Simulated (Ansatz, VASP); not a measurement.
**Si2Sn in VASP and in Ansatz**

```
CELL_PARAMETERS angstrom
2.39227 -2.39667 0.11791
2.39227 2.39667 0.11791
-1.94417 0.00000 5.16457
ATOMIC_POSITIONS crystal
Si 0.27498 0.27498 0.56785
Si 0.72502 0.72502 0.43215
Sn 0.00000 0.00000 0.00000
```

Alike in both runs: functional PBE; k mesh 14 × 14 × 8; occupations gaussian, width 0.1 eV; no spin polarisation.

Ansatz relaxed the structure, and its values are those at the end. VASP's run is a single point on that final structure, the one shown.

|  | VASP | Ansatz |
| --- | --- | --- |
| version | VASP 6.6.1 | Ansatz 0.2.0 |
| potentials or method | VASP PAW PBE potentials, release 64 (Si, Sn_d), cutoff 520 eV | scalar-relativistic, plane waves, PAW |
| valence electrons in the cell | 22 | 22 |

```tsv
	VASP	Ansatz	Ansatz less VASP
gap on the k mesh at the Fermi level (eV)	none	none	-
pressure (GPa)	0.0	0.0	+0.06
```

A gap of «none» marks a metal or a gap that the smearing closes.
